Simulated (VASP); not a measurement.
# Pd (Fm-3m) in VASP: settings compared

Aim: see how the results for Pd move with the level of theory and the settings. Levels: PBE, PBE+D3(BJ), PBE+D4, RPBE+D4, BLYP+D3(BJ). Tasks: single point.

Program: VASP 6.6.1. These are calculated values, not measurements. Logs are shortened: lines on timing, memory, paths and dates and some standing lists are left out, and cuts for length are marked.

## Step 1: The cell of the first run

It takes space group Fm-3m (No. 225, cubic). Conventional cell: a = 3.893 Å, b = 3.893 Å, c = 3.893 Å, α = 90.00°, β = 90.00°, γ = 90.00°. Within 3.6 Å of Pd (site symmetry m-3m) lie 12 Pd at 2.75 Å.

## Step 2: Single point, PBE

The input, INCAR:

```
PREC     = Accurate       # precision mode
ENCUT    = 520            # plane-wave cutoff, eV
EDIFF    = 1E-6           # SCF threshold, eV
ISMEAR   = 0              # smearing method
SIGMA    = 0.026000000000000002 # smearing width, eV
LREAL    = F              # projectors in reciprocal space
LASPH    = T              # aspherical terms in the spheres
NELM     = 60             # most SCF steps
ALGO     = Normal         # electronic algorithm
ISIF     = 2              # what is computed and relaxed
LWAVE    = F              # write WAVECAR
LCHARG   = F              # write CHGCAR
GGA      = PE             # functional
NBANDS   = 11             # bands
```

The input, KPOINTS:

```
regular mesh
0
Gamma
  12 12 12
```

The input, POSCAR:

```
Pd
1.0
    0.0000000000      1.9465000000      1.9465000000
    1.9465000000      0.0000000000      1.9465000000
    1.9465000000      1.9465000000      0.0000000000
Pd
1
Direct
    0.0000000000      0.0000000000      0.0000000000
```

Potentials or basis: VASP PAW PBE potentials, release 64 (Pd).

Command:

```console
cat potpaw_PBE.64/Pd/POTCAR > POTCAR
mpirun -np 1 vasp_std > vasp.out
```

OUTCAR:

```text
PREC = Accurate
   ENCUT = 520
   EDIFF = 1E-6
   ISMEAR = 0
   LREAL = F
   LASPH = T
   NELM = 60
   ISIF = 2
   GGA = PE

 ion  position               nearest neighbor table
   1  0.000  0.000  0.000-

  LATTYP: Found a face centered cubic cell.
 ALAT       =     3.8930000000

  Lattice vectors:

 A1 = (   0.0000000000,   1.9465000000,   1.9465000000)
 A2 = (   1.9465000000,   0.0000000000,   1.9465000000)
 A3 = (   1.9465000000,   1.9465000000,   0.0000000000)

Analysis of symmetry for initial positions (statically):
[... 33 lines left out ...]
                                     Primitive cell

  volume of cell :      14.7500

  direct lattice vectors                    reciprocal lattice vectors
     0.000000000  1.946500000  1.946500000    -0.256871307  0.256871307  0.256871307
     1.946500000  0.000000000  1.946500000     0.256871307 -0.256871307  0.256871307
     1.946500000  1.946500000  0.000000000     0.256871307  0.256871307 -0.256871307

  length of vectors
     2.752766699  2.752766699  2.752766699     0.444914156  0.444914156  0.444914156

  position of ions in fractional coordinates (direct lattice)
     0.000000000  0.000000000  0.000000000

  ion indices of the primitive-cell ions
   primitive index   ion index
                 1           1

----------------------------------------------------------------------------------------

 KPOINTS: regular mesh

Automatic generation of k-mesh.
 Grid dimensions read from file:
 generate k-points for:   12   12   12

 Generating k-lattice:

  Cartesian coordinates                     Fractional coordinates (reciprocal lattice)
    -0.021405942  0.021405942  0.021405942     0.083333333  0.000000000  0.000000000
     0.021405942 -0.021405942  0.021405942     0.000000000  0.083333333  0.000000000
     0.021405942  0.021405942 -0.021405942     0.000000000  0.000000000  0.083333333

  Length of vectors
     0.037076180  0.037076180  0.037076180

  Shift w.r.t. Gamma in fractional coordinates (k-lattice)
     0.000000000  0.000000000  0.000000000

 Subroutine IBZKPT returns following result:
 ===========================================

 Found     72 irreducible k-points:

 Following reciprocal coordinates:
            Coordinates               Weight
  0.000000  0.000000  0.000000      1.000000
  0.083333  0.000000  0.000000      8.000000
  0.166667  0.000000  0.000000      8.000000
  0.250000  0.000000  0.000000      8.000000
  0.333333  0.000000  0.000000      8.000000
  0.416667  0.000000  0.000000      8.000000
[... 16 lines left out ...]
  0.500000  0.166667  0.000000     24.000000
 -0.416667  0.166667  0.000000     24.000000
 [... further k-points ...]
   k-points           NKPTS =     72   k-points in BZ     NKDIM =     72   number of bands    NBANDS=     11
   number of dos      NEDOS =    301   number of ions     NIONS =      1
   total plane-waves  NPLWV =   8000
   dimension x,y,z NGX =    20 NGY =   20 NGZ =   20
   dimension x,y,z NGXF=    40 NGYF=   40 NGZF=   40
   ions per type =               1
   NGX,Y,Z   is equivalent  to a cutoff of  12.08, 12.08, 12.08 a.u.
   NGXF,Y,Z  is equivalent  to a cutoff of  24.16, 24.16, 24.16 a.u.
 SYSTEM =  unknown system
   PREC   = accura    normal or accurate (medium, high low for compatibility)
   ISTART =      0    job   : 0-new  1-cont  2-samecut
   ICHARG =      2    charge: 1-file 2-atom 10-const
   ISPIN  =      1    spin polarized calculation?
   LNONCOLLINEAR =      F non collinear calculations
   LSORBIT =      F    spin-orbit coupling
   LASPH  =      T    aspherical Exc in radial PAW
   ENCUT  =  520.0 eV  38.22 Ry    6.18 a.u.   5.12  5.12  5.12*2*pi/ulx,y,z
   NELM   =     60;   NELMIN=  2; NELMDL= -5     # of ELM steps
   EDIFF  = 0.1E-05   stopping-criterion for ELM
   LREAL  =      F    real-space projection
   EDIFFG = 0.1E-04   stopping-criterion for IOM
   NSW    =      0    number of steps for IOM
   IBRION =     -1    ionic relax: 0-MD 1-quasi-New 2-CG
   NFREE  =      0    steps in history (QN), initial steepest desc. (CG)
   ISIF   =      2    stress and relaxation
   ISYM   =      2    0-nonsym 1-usesym 2-fastsym
   POTIM  = 0.5000    time-step for ionic-motion
   TEBEG  =    0.0;   TEEND  =   0.0 temperature during run
   PSTRESS=    0.0 pullay stress
   NELECT =      10.0000    total number of electrons
   NUPDOWN=      -1.0000    fix difference up-down
   EMIN   =  10.00;   EMAX   =-10.00  energy-range for DOS
   EFERMI =   0.00;   METHOD = LEGACY
   ISMEAR =     0;   SIGMA  =   0.03  broadening in eV -4-tet -1-fermi 0-gaus
   EFERMI_NEDOS =   21; number of points for ismear=-14 and -15
   IALGO  =     38    algorithm
   IMIX   =      4    mixing-type and parameters
     AMIX     =   0.40;   BMIX     =  1.00
     AMIX_MAG =   1.60;   BMIX_MAG =  1.00
  volume/ion in A,a.u.               =      14.75        99.54
  Fermi-wavevector in a.u.,A,eV,Ry     =   1.438171  2.717748 28.141404  2.068335
  Thomas-Fermi vector in A             =   2.557167
   LORBIT       =      0    0 simple, 1 ext, 2 COOP (PROOUT), +10 PAW based schemes
   GGA     = PE    functional components
   LHFCALC =     F    Hartree Fock is set to
   AEXX    =    0.0000 exact exchange contribution
   IVDW    =     0    specifies the selected vdW correction
   LEPSILON=     F    determine dielectric tensor
   LRPA    =     F    only Hartree local field effects (RPA)
 non-spin polarized calculation
 Gauss-broadening in eV      SIGMA  =   0.03
  energy-cutoff  :      520.00
  volume of cell :       14.75
 maximum number of plane-waves:       415
   NGX = 11   NGY = 11   NGZ = 11

 number of electron      10.0000000 magnetization

 number of electron       9.9999999 magnetization

 Free energy of the ion-electron system (eV)
  ---------------------------------------------------
  ext. energy  EPLUGINS =         0.00000000
  ---------------------------------------------------
  free energy    TOTEN  =        -5.20834025 eV

  energy without entropy =       -5.20641704  energy(sigma->0) =       -5.20737864

 E-fermi :   9.7466     XC(G=0): -13.1864

 val. band max:        9.7463199576   @ k =  -0.4167   0.3333   0.0833
 cond. band min:       9.7477239070   @ k =   0.5000   0.0000   0.0000
 fundamental gap:      0.0014039494
 Fermi energy:         9.7465842040

 k-point     1 :       0.0000    0.0000    0.0000
  band No.  band energies     occupation
      1       2.6435      2.00000
      2       6.9351      2.00000
      3       6.9351      2.00000
      4       6.9351      2.00000
      5       8.5473      2.00000
      6       8.5473      2.00000
      7      26.9750      0.00000
      8      31.7554      0.00000
      9      31.7554      0.00000
     10      31.7554      0.00000
     11      35.9822      0.00000

 k-point     2 :       0.0833    0.0000    0.0000
  band No.  band energies     occupation
      1       2.8938      2.00000
      2       6.8494      2.00000
      3       7.0200      2.00000
      4       7.0200      2.00000
      5       8.5084      2.00000
      6       8.5084      2.00000
      7      27.2263      0.00000
      8      30.2604      0.00000
      9      32.0418      0.00000
     10      32.0418      0.00000
     11      36.0546      0.00000

 k-point     3 :       0.1667    0.0000    0.0000
  band No.  band energies     occupation
      1       3.5709      2.00000
      2       6.7018      2.00000
      3       7.1917      2.00000
      4       7.1917      2.00000
      5       8.4826      2.00000
      6       8.4826      2.00000
      7      27.0412      0.00000
      8      28.2879      0.00000
      9      32.7861      0.00000
     10      32.7861      0.00000
     11      35.9806      0.00000

 k-point     4 :       0.2500    0.0000    0.0000
  band No.  band energies     occupation
      1       4.3259      2.00000
      2       6.9096      2.00000
      3       7.2280      2.00000
      4       7.2280      2.00000
      5       8.6968      2.00000
      6       8.6968      2.00000
      7      24.3129      0.00000
      8      28.0223      0.00000
      9      33.4277      0.00000
     10      33.4277      0.00000
     11      35.5857      0.00000

 k-point     5 :       0.3333    0.0000    0.0000
  band No.  band energies     occupation
      1       4.5867      2.00000
      2       7.0919      2.00000
      3       7.0919      2.00000
      4       8.0584      2.00000
      5       9.1497      2.00000
      6       9.1497      2.00000
      7      21.2440      0.00000
      8      27.2752      0.00000
      9      32.5890      0.00000
     10      32.5890      0.00000
     11      36.1820      0.00000
[... 211 lines left out ...]
 k-point    21 :       0.3333    0.1667    0.0000
  band No.  band energies     occupation
      1       5.0445      2.00000
      2       6.1361      2.00000
      3       7.1183      2.00000
      4       7.7794      2.00000
      5       9.3583      2.00000
      6       9.3795      2.00000
      7      23.7640      0.00000
      8      28.0297      0.00000
      9      28.7000      0.00000
     10      30.8834      0.00000
     11      35.7440      0.00000

 k-point    22 :       0.4167    0.1667    0.0000
  band No.  band energies     occupation
      1       5.0767      2.00000
      2       6.5143      2.00000
      3       7.1149      2.00000
      4       7.6408      2.00000
      5       9.7036      1.98064
      6      10.9769      0.00000
      7      20.5893      0.00000
      8      27.0386      0.00000
      9      28.3583      0.00000
     10      30.1136      0.00000
     11      36.0574      0.00000

 k-point    23 :       0.5000    0.1667    0.0000
  band No.  band energies     occupation
      1       5.0397      2.00000
      2       6.4548      2.00000
      3       7.4951      2.00000
      4       7.6438      2.00000
      5       9.7906      0.01662
      6      12.8490      0.00000
      7      17.8792      0.00000
      8      26.1922      0.00000
      9      28.6246      0.00000
     10      29.1502      0.00000
     11      36.0672      0.00000

 k-point    24 :      -0.4167    0.1667    0.0000
  band No.  band energies     occupation
      1       5.0917      2.00000
      2       6.4618      2.00000
      3       7.4260      2.00000
      4       7.8478      2.00000
      5       9.5217      2.00000
      6      13.3999      0.00000
      7      17.3722      0.00000
      8      25.6202      0.00000
      9      28.6580      0.00000
     10      29.6807      0.00000
     11      36.0623      0.00000

 [... further k-points ...]
[... 5 lines left out ...]
  --------------------------------------------------------------------------------------
  -------------------------------------------------------------------------------------
  Total        0.6056575      0.6056575      0.6056575      0.0000000      0.0000000      0.0000000
  in kB       65.7876634     65.7876634     65.7876634      0.0000000      0.0000000      0.0000000
  external PRESSURE =      65.7876634 kB  Pullay stress =       0.0000000 kB

 VOLUME and BASIS-vectors are now :
 -----------------------------------------------------------------------------
  energy-cutoff  :      520.00
  volume of cell :       14.75
      direct lattice vectors                 reciprocal lattice vectors
     0.000000000  1.946500000  1.946500000    -0.256871307  0.256871307  0.256871307
     1.946500000  0.000000000  1.946500000     0.256871307 -0.256871307  0.256871307
     1.946500000  1.946500000  0.000000000     0.256871307  0.256871307 -0.256871307

 POSITION                                       TOTAL-FORCE (eV/Angst)
 -----------------------------------------------------------------------------------
      0.00000      0.00000      0.00000         0.000000     -0.000000      0.000000
 -----------------------------------------------------------------------------------
    total drift:                                0.000000     -0.000000      0.000000

  FREE ENERGIE OF THE ION-ELECTRON SYSTEM (eV)
  ---------------------------------------------------
  free  energy   TOTEN  =        -5.2083402483 eV

  energy  without entropy=       -5.2064170396  energy(sigma->0) =       -5.20737864
```

It took 7.2 s on 1 thread of Intel Xeon Platinum 8488C (Sapphire Rapids), shared host; peak memory 0.13 GiB.

Results:

- Free energy: -5.2083 eV
- Pressure: 6.6 GPa
- Band gap on the k mesh: zero (band 5 reaches 10.06 eV, above the bottom of band 6 at 8.48 eV)

## Step 3: Single point, PBE+D3(BJ)

This run uses another cell than the first one, of 14.70 Å³/atom, 0.997 times its volume.

The input, INCAR:

```
SYSTEM = Pd
PREC = Accurate
ENCUT = 520
EDIFF = 1E-6
ISMEAR = -1
SIGMA = 0.05
LREAL = .False.
LASPH = .True.
NELM = 100
ALGO = Normal
ISIF = 2
LWAVE = .False.
LCHARG = .True.
GGA = PE
IVDW = 12
LELF = .True.
LVHAR = .True.
NBANDS = 11
```

The input, KPOINTS:

```
Automatic mesh
0
Gamma
  12 12 12
  0 0 0
```

The input, POSCAR:

```
Pd
1.0
    0.0000000000      1.9443985577      1.9443985577
    1.9443985577      0.0000000000      1.9443985577
    1.9443985577      1.9443985577      0.0000000000
Pd
1
Direct
    0.0000000000      0.0000000000      0.0000000000
```

Potentials or basis: VASP PAW PBE potentials, release 64 (Pd).

Command:

```console
cat potpaw_PBE.64/Pd/POTCAR > POTCAR
mpirun -np 1 vasp_std > vasp.out
```

It took 11 s on 1 thread of Intel Xeon Platinum 8488C (Sapphire Rapids), shared host; peak memory 0.14 GiB.

Results (log left out):

```
Free energy                : -5.8878 eV
Pressure                   : -0.3 GPa
Band gap on the k mesh     : zero (band 5 reaches 10.12 eV, above the bottom of band 6 at 8.53 eV)
Dispersion energy per atom : -0.670 eV
```

Levels at points of the mesh, in eV from the Fermi level:
```tsv
k point	band 1	band 2	band 3	band 4	band 5	band 6	band 7	band 8	band 9	band 10
(0.00, 0.00, 0.00)	-7.13	-2.83	-2.83	-2.83	-1.21	-1.21	17.23	22.02	22.02	22.02
(0.50, 0.00, 0.00)	-5.30	-2.88	-2.88	-0.01	-0.01	1.04	7.37	16.59	21.17	21.17
(0.50, 0.50, 0.00)	-5.39	-5.11	-0.03	0.31	0.31	3.38	10.83	13.26	13.26	21.66
```

Caveat: pairwise dispersion overbinds metals, which lowers pressure and volume.

(Continued in part 2 of 2.)
